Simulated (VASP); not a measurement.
# Be3Cd2S (P6/mmm) in VASP: further runs, part 2 of 2

VASP 6.6.1. Earlier steps stand in the parts before.

## Step 4: Relaxation of cell and atoms, PBE

Input file INCAR:

```
SYSTEM = Be3Cd2S
ALGO     = Normal         ! electronic algorithm
EDIFF    = 1E-6           ! SCF threshold, eV
EDIFFG   = -0.04          ! ionic threshold
ENCUT    = 600            ! plane-wave cutoff, eV
GGA      = PE             ! functional
IBRION   = 2              ! ionic algorithm
ISIF     = 3              ! what is computed and relaxed
ISMEAR   = 0              ! smearing method
LASPH    = .True.         ! aspherical terms in the spheres
LCHARG   = .False.        ! write CHGCAR
LREAL    = .False.        ! projectors in reciprocal space
LWAVE    = .False.        ! write WAVECAR
NELM     = 80             ! most SCF steps
NSW      = 90             ! ionic steps
PREC     = Accurate       ! precision mode
SIGMA    = 0.1            ! smearing width, eV
```

Input file KPOINTS:

```
k-points
0
Gamma
  6 6 6
  0 0 0
```

Input file POSCAR:

```
Be3Cd2S
1.0
    5.4852459500      0.0000000000      0.0000000000
   -2.7426229700      4.7503623400      0.0000000000
    0.0000000000      0.0000000000      3.3063177800
Be Cd S
3 2 1
Direct
    0.5000000000      0.0000000000      0.5000000000
    0.0000000000      0.5000000000      0.5000000000
    0.5000000000      0.5000000000      0.5000000000
    0.3333333300      0.6666666700      0.0000000000
    0.6666666700      0.3333333300      0.0000000000
    0.0000000000      0.0000000000      0.0000000000
```

Potentials or basis: VASP PAW PBE potentials, release 64 (Be, Cd, S).

The run is started by

```console
cat potpaw_PBE.64/Be/POTCAR potpaw_PBE.64/Cd/POTCAR potpaw_PBE.64/S/POTCAR > POTCAR
mpirun -np 1 vasp_std > vasp.out
```

OUTCAR:

```text
SYSTEM = Be3Cd2S
   EDIFF = 1E-6
   EDIFFG = -0.04
   ENCUT = 600
   GGA = PE
   IBRION = 2
   ISIF = 3
   ISMEAR = 0
   LASPH = .True.
   LREAL = .False.
   NELM = 80
   NSW = 90
   PREC = Accurate

 ion  position               nearest neighbor table
   1  0.500  0.000  0.500-   4 2.29   5 2.29   4 2.29   5 2.29
   2  0.000  0.500  0.500-   4 2.29   5 2.29   4 2.29   5 2.29
   3  0.500  0.500  0.500-   4 2.29   5 2.29   4 2.29   5 2.29
   4  0.333  0.667  0.000-   1 2.29   1 2.29   2 2.29   2 2.29   3 2.29   3 2.29   6 3.17   5 3.17
                             5 3.17   6 3.17   6 3.17   5 3.17
   5  0.667  0.333  0.000-   1 2.29   1 2.29   2 2.29   2 2.29   3 2.29   3 2.29   6 3.17   4 3.17
                             4 3.17   6 3.17   6 3.17   4 3.17
   6  0.000  0.000  0.000-   4 3.17   5 3.17   4 3.17   5 3.17   5 3.17   4 3.17

  LATTYP: Found a hexagonal cell.
 ALAT       =     5.4852459500
 C/A-ratio  =     0.6027656390

  Lattice vectors:

 A1 = (   5.4852459500,   0.0000000000,   0.0000000000)
 A2 = (  -2.7426229700,   4.7503623400,   0.0000000000)
 A3 = (   0.0000000000,   0.0000000000,   3.3063177800)

Analysis of symmetry for initial positions (statically):
=====================================================================
 Subroutine PRICEL returns:
 Original cell was already a primitive cell.

 Routine SETGRP: Setting up the symmetry group for a
 hexagonal supercell.

 Subroutine GETGRP returns: Found 24 space group operations
 (whereof 24 operations were pure point group operations)
 out of a pool of 24 trial point group operations.

The static configuration has the point symmetry D_6h.

Analysis of symmetry for dynamics (positions and initial velocities):
=====================================================================
 Subroutine PRICEL returns:
 Original cell was already a primitive cell.

 Routine SETGRP: Setting up the symmetry group for a
 hexagonal supercell.

 Subroutine GETGRP returns: Found 24 space group operations
 (whereof 24 operations were pure point group operations)
 out of a pool of 24 trial point group operations.

The dynamic configuration has the point symmetry D_6h.

 Subroutine INISYM returns: Found 24 space group operations
 (whereof 24 operations are pure point group operations),
 and found     1 'primitive' translations

----------------------------------------------------------------------------------------

                                     Primitive cell

  volume of cell :      86.1524

  direct lattice vectors                    reciprocal lattice vectors
     5.485245950  0.000000000  0.000000000     0.182307231  0.105255129  0.000000000
    -2.742622970  4.750362340  0.000000000     0.000000000  0.210510258  0.000000000
     0.000000000  0.000000000  3.306317780     0.000000000  0.000000000  0.302451266

  length of vectors
     5.485245950  5.485245949  3.306317780     0.210510258  0.210510258  0.302451266

  position of ions in fractional coordinates (direct lattice)
     0.500000000  0.000000000  0.500000000
     0.000000000  0.500000000  0.500000000
     0.500000000  0.500000000  0.500000000
     0.333333330  0.666666670  0.000000000
     0.666666670  0.333333330  0.000000000
     0.000000000  0.000000000  0.000000000

  ion indices of the primitive-cell ions
   primitive index   ion index
                 1           1
                 2           2
                 3           3
                 4           4
                 5           5
                 6           6

----------------------------------------------------------------------------------------

 KPOINTS: k-points

Automatic generation of k-mesh.
 Grid dimensions read from file:
 generate k-points for:    6    6    6

 Generating k-lattice:

  Cartesian coordinates                     Fractional coordinates (reciprocal lattice)
     0.030384538  0.017542521  0.000000000     0.166666667  0.000000000  0.000000000
     0.000000000  0.035085043  0.000000000     0.000000000  0.166666667  0.000000000
     0.000000000  0.000000000  0.050408544     0.000000000  0.000000000  0.166666667

  Length of vectors
     0.035085043  0.035085043  0.050408544

  Shift w.r.t. Gamma in fractional coordinates (k-lattice)
     0.000000000  0.000000000  0.000000000

 Subroutine IBZKPT returns following result:
 ===========================================

 Found     28 irreducible k-points:

 Following reciprocal coordinates:
            Coordinates               Weight
  0.000000  0.000000  0.000000      1.000000
  0.166667 -0.000000  0.000000      6.000000
  0.333333  0.000000  0.000000      6.000000
  0.500000 -0.000000  0.000000      3.000000
  0.166667  0.166667  0.000000      6.000000
  0.333333  0.166667  0.000000     12.000000
[... 16 lines left out ...]
  0.166667 -0.000000  0.500000      6.000000
  0.333333  0.000000  0.500000      6.000000
 [... further k-points ...]
   k-points           NKPTS =     28   k-points in BZ     NKDIM =     28   number of bands    NBANDS=     22
   number of dos      NEDOS =    301   number of ions     NIONS =      6
   total plane-waves  NPLWV =  64512
   dimension x,y,z NGX =    48 NGY =   48 NGZ =   28
   dimension x,y,z NGXF=    96 NGYF=   96 NGZF=   56
   ions per type =               3   2   1
   NGX,Y,Z   is equivalent  to a cutoff of  14.55, 14.55, 14.08 a.u.
   NGXF,Y,Z  is equivalent  to a cutoff of  29.10, 29.10, 28.16 a.u.
 SYSTEM =  Be3Cd2S
   PREC   = accura    normal or accurate (medium, high low for compatibility)
   ISTART =      0    job   : 0-new  1-cont  2-samecut
   ICHARG =      2    charge: 1-file 2-atom 10-const
   ISPIN  =      1    spin polarized calculation?
   LNONCOLLINEAR =      F non collinear calculations
   LSORBIT =      F    spin-orbit coupling
   LASPH  =      T    aspherical Exc in radial PAW
   ENCUT  =  600.0 eV  44.10 Ry    6.64 a.u.  10.96 10.96  6.60*2*pi/ulx,y,z
   NELM   =     80;   NELMIN=  2; NELMDL= -5     # of ELM steps
   EDIFF  = 0.1E-05   stopping-criterion for ELM
   LREAL  =      F    real-space projection
   EDIFFG = -.4E-01   stopping-criterion for IOM
   NSW    =     90    number of steps for IOM
   IBRION =      2    ionic relax: 0-MD 1-quasi-New 2-CG
   NFREE  =      1    steps in history (QN), initial steepest desc. (CG)
   ISIF   =      3    stress and relaxation
   ISYM   =      2    0-nonsym 1-usesym 2-fastsym
   POTIM  = 0.5000    time-step for ionic-motion
   TEBEG  =    0.0;   TEEND  =   0.0 temperature during run
   PSTRESS=    0.0 pullay stress
   NELECT =      36.0000    total number of electrons
   NUPDOWN=      -1.0000    fix difference up-down
   EMIN   =  10.00;   EMAX   =-10.00  energy-range for DOS
   EFERMI =   0.00;   METHOD = LEGACY
   ISMEAR =     0;   SIGMA  =   0.10  broadening in eV -4-tet -1-fermi 0-gaus
   EFERMI_NEDOS =   21; number of points for ismear=-14 and -15
   IALGO  =     38    algorithm
   IMIX   =      4    mixing-type and parameters
     AMIX     =   0.40;   BMIX     =  1.00
     AMIX_MAG =   1.60;   BMIX_MAG =  1.00
  volume/ion in A,a.u.               =      14.36        96.90
  Fermi-wavevector in a.u.,A,eV,Ry     =   1.223920  2.312874 20.381272  1.497981
  Thomas-Fermi vector in A             =   2.359014
   LORBIT       =      0    0 simple, 1 ext, 2 COOP (PROOUT), +10 PAW based schemes
   GGA     = PE    functional components
   LHFCALC =     F    Hartree Fock is set to
   AEXX    =    0.0000 exact exchange contribution
   IVDW    =     0    specifies the selected vdW correction
   LEPSILON=     F    determine dielectric tensor
   LRPA    =     F    only Hartree local field effects (RPA)
 conjugate gradient relaxation of ions
 non-spin polarized calculation
 Gauss-broadening in eV      SIGMA  =   0.10
  energy-cutoff  :      600.00
  volume of cell :       86.15
 maximum number of plane-waves:      2896
 NGX is ok and might be reduce to    48
   NGX = 21   NGY = 21   NGZ = 13

--------------------------------------- Ionic step        1  -------------------------------------------

 number of electron      36.0000003 magnetization

 Free energy of the ion-electron system (eV)
  ---------------------------------------------------
  ext. energy  EPLUGINS =         0.00000000
  ---------------------------------------------------
  free energy    TOTEN  =       -10.64754449 eV

  energy without entropy =      -10.64214398  energy(sigma->0) =      -10.64484423

 E-fermi :   4.8416     XC(G=0): -10.7102

 val. band max:        4.7522100889   @ k =   0.3333   0.3333   0.0000
 cond. band min:       4.9036616274   @ k =   0.3333   0.0000   0.3333
 fundamental gap:      0.1514515385
 Fermi energy:         4.8416437252

 k-point     1 :       0.0000    0.0000    0.0000
  band No.  band energies     occupation
      1      -8.1326      2.00000
      2      -5.9306      2.00000
      3      -5.9129      2.00000
      4      -5.3564      2.00000
      5      -5.3564      2.00000
      6      -5.1259      2.00000
[... 1517 lines left out ...]
  energy  without entropy=      -12.5877473824  energy(sigma->0) =      -12.59722305

--------------------------------------- Ionic step        9  -------------------------------------------

 number of electron      36.0000019 magnetization

 Free energy of the ion-electron system (eV)
  ---------------------------------------------------
  ext. energy  EPLUGINS =         0.00000000
  ---------------------------------------------------
  free energy    TOTEN  =       -12.60926537 eV

  energy without entropy =      -12.59173284  energy(sigma->0) =      -12.60049910

 E-fermi :   3.9735     XC(G=0): -10.2104

 val. band max:        3.9305970737   @ k =   0.3333   0.1667   0.1667
 cond. band min:       3.9952718836   @ k =   0.1667  -0.0000   0.0000
 fundamental gap:      0.0646748099
 Fermi energy:         3.9735275430

 k-point     1 :       0.0000    0.0000    0.0000
  band No.  band energies     occupation
      1      -9.0747      2.00000
      2      -5.6275      2.00000
      3      -5.3477      2.00000
      4      -5.3477      2.00000
      5      -5.2258      2.00000
      6      -5.1565      2.00000
[... 624 lines left out ...]
  FREE ENERGIE OF THE ION-ELECTRON SYSTEM (eV)
  ---------------------------------------------------
  free  energy   TOTEN  =       -12.6092653708 eV

  energy  without entropy=      -12.5917328384  energy(sigma->0) =      -12.60049910

 reached required accuracy - stopping structural energy minimisation
```

Wall time 11 min (1 thread of Intel Xeon Platinum 8259CL at 2.50GHz (Skylake/Cascade Lake), shared host); peak memory 0.29 GiB.

Results:

| Property | Result |
| --- | --- |
| Free energy | -12.6093 eV |
| Relaxed volume | 16.19 Å³/atom |
| Relaxed cell | a = 5.149 Å, b = 5.149 Å, c = 4.231 Å, α = 90.00°, β = 90.00°, γ = 120.00° |
| Space group after relaxing (to 0.1 Å) | P6/mmm (No. 191) |
| Energy gained by relaxing | 327.0 meV/atom |
| Ionic steps | 9 |
| Pressure after relaxing | 0.2 GPa |
| Band gap on the k mesh | zero (bands 18 and 19 overlap by 1.11 eV) |

The path:
| step | energy change (eV) | largest force (eV/Å) | pressure (GPa) | volume (Å³) |
| --- | --- | --- | --- | --- |
| 1 | 0.0000 | 0.0000 | 17.07 | 86.15 |
| 2 | -1.2693 | 0.0000 | -2.99 | 106.36 |
| 3 | -1.2687 | 0.0000 | -3.48 | 107.27 |
| 4 | -1.6252 | 0.0000 | -3.12 | 104.67 |
| 5 | -1.8408 | 0.0000 | -2.45 | 101.86 |
| 6 | -1.8934 | 0.0000 | 1.93 | 95.40 |
| 7 | -1.9596 | 0.0000 | -0.64 | 98.41 |
| 8 | -1.9592 | 0.0000 | -0.78 | 98.62 |
| 9 | -1.9617 | 0.0000 | 0.24 | 97.15 |

Final structure:
```
CELL_PARAMETERS angstrom
5.14936 0.00000 0.00000
-2.57468 4.45947 0.00000
0.00000 0.00000 4.23064
ATOMIC_POSITIONS crystal
Be 0.50000 0.00000 0.50000
Be 0.00000 0.50000 0.50000
Be 0.50000 0.50000 0.50000
Cd 0.33333 0.66667 0.00000
Cd 0.66667 0.33333 0.00000
S 0.00000 0.00000 0.00000
```

Caveat: a cell axis changed by over 15 % at a fixed basis, so the end point is rough.

## Step 5: Summary

| task | cell | cutoff (eV) | gap on the mesh (eV) | pressure (GPa) |
| --- | --- | --- | --- | --- |
| single point | a = 5.485, b = 5.485, c = 3.306 Å, angles 90.0, 90.0, 120.0°, 6 atoms | 520 | none | 17.1 |
| single point | a = 5.142, b = 5.142, c = 4.248 Å, angles 90.0, 90.0, 120.0°, 6 atoms | 520 | none | 0.3 |
| relaxation of cell and atoms | relaxed from a = 5.485, b = 5.485, c = 3.306 Å, angles 90.0, 90.0, 120.0°, 6 atoms | 600 | none | 0.2 |

Alike in all rows: level PBE; potentials or basis VASP PAW PBE potentials, release 64 (Be, Cd, S); no spin polarisation; k mesh 6 × 6 × 6; smearing gaussian 0.1 eV.

Caveats: the cell stands under pressure (at least some runs); a cell axis changed by over 15 % at a fixed basis, so the end point is rough (at least some runs).

Absolute energies hang on the potentials; compare differences alone.
